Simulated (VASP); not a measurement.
Here is a VASP 6.6.1 calculation.

POSCAR

```
TaN
1.0
    2.8432749122      0.0000000000      0.0000000000
   -1.4216374561      2.4623483039      0.0000000000
    0.0000000000      0.0000000000      2.8017811444
Ta N
1 1
Direct
    0.3333333333      0.6666666667      0.5000000000
    0.0000000000      0.0000000000      0.0000000000
```

The input INCAR.step1:

```
SYSTEM = TaN
PREC     = Accurate       ! precision mode
ENCUT    = 600            ! plane-wave cutoff, eV
ISMEAR   = 0              ! smearing method
SIGMA    = 0.1            ! smearing width, eV
LREAL    = .FALSE.        ! projectors in reciprocal space
LASPH    = .TRUE.         ! aspherical terms in the spheres
NELM     = 60             ! most SCF steps
GGA      = PE             ! functional
ALGO     = Normal         ! electronic algorithm
EDIFF    = 1E-4           ! SCF threshold, eV
LWAVE    = .TRUE.         ! write WAVECAR
LCHARG   = .FALSE.        ! write CHGCAR
```

Contents of INCAR.step2:

```
SYSTEM = TaN
PREC     = Accurate       ! precision mode
ENCUT    = 600            ! plane-wave cutoff, eV
EDIFF    = 1E-6           ! SCF threshold, eV
ISMEAR   = 0              ! smearing method
SIGMA    = 0.1            ! smearing width, eV
LREAL    = .FALSE.        ! projectors in reciprocal space
LASPH    = .TRUE.         ! aspherical terms in the spheres
NELM     = 60             ! most SCF steps
ALGO     = Normal         ! electronic algorithm
ISIF     = 3              ! what is computed and relaxed
LWAVE    = .FALSE.        ! write WAVECAR
LCHARG   = .FALSE.        ! write CHGCAR
METAGGA  = R2SCAN         ! meta-GGA
LMIXTAU  = .TRUE.       
IBRION   = 2              ! ionic algorithm
NSW      = 70             ! ionic steps
EDIFFG   = -0.008         ! ionic threshold
PSTRESS  = 400.0        
ISTART   = 1
```

File KPOINTS:

```
Automatic mesh
0
G
  18 18 14
  0 0 0
```

Potentials or basis: VASP PAW PBE potentials, release 64 (Ta_pv, N).

Run with:

```bash
$ cat potpaw_PBE.64/Ta_pv/POTCAR potpaw_PBE.64/N/POTCAR > POTCAR
$ cp INCAR.step1 INCAR
$ mpirun -np 1 vasp_std > vasp.out
$ cp INCAR.step2 INCAR
$ mpirun -np 1 vasp_std > vasp.out
```

Task: Predict the relaxed cell.

Result: a = 2.847 Å, b = 2.847 Å, c = 2.813 Å, α = 90.00°, β = 90.00°, γ = 120.00°.

Task: Predict the space group after relaxing (to 0.1 Å).

Result: P-6m2 (No. 187).

Task: Estimate the band gap on the k mesh.

Result: Zero (bands 8 and 9 overlap by 0.29 eV).

Task: Estimate the relaxed volume.

Result: 9.87 Å³/atom.

The path:
| step | energy change (eV) | largest force (eV/Å) | pressure (GPa) | volume (Å³) |
| --- | --- | --- | --- | --- |
| 1 | 0.0000 | 0.0000 | 43.49 | 19.62 |
| 2 | -0.1343 | 0.0000 | 27.70 | 20.23 |
| 3 | -0.0348 | 0.0000 | 39.84 | 19.75 |
| 4 | -0.0341 | 0.0000 | 39.90 | 19.75 |
| 5 | -0.0309 | 0.0000 | 40.18 | 19.73 |
| 6 | -0.0326 | 0.0000 | 40.04 | 19.74 |

Caveat: the cell is relaxed towards a set pressure, so the run minimises the enthalpy, not the energy; the PAW data sets were made with another functional, which shifts forces and pressure a little; spin-orbit coupling is left out, which moves the levels of the heavy elements. Zero-point motion and thermal expansion aren't in these numbers.
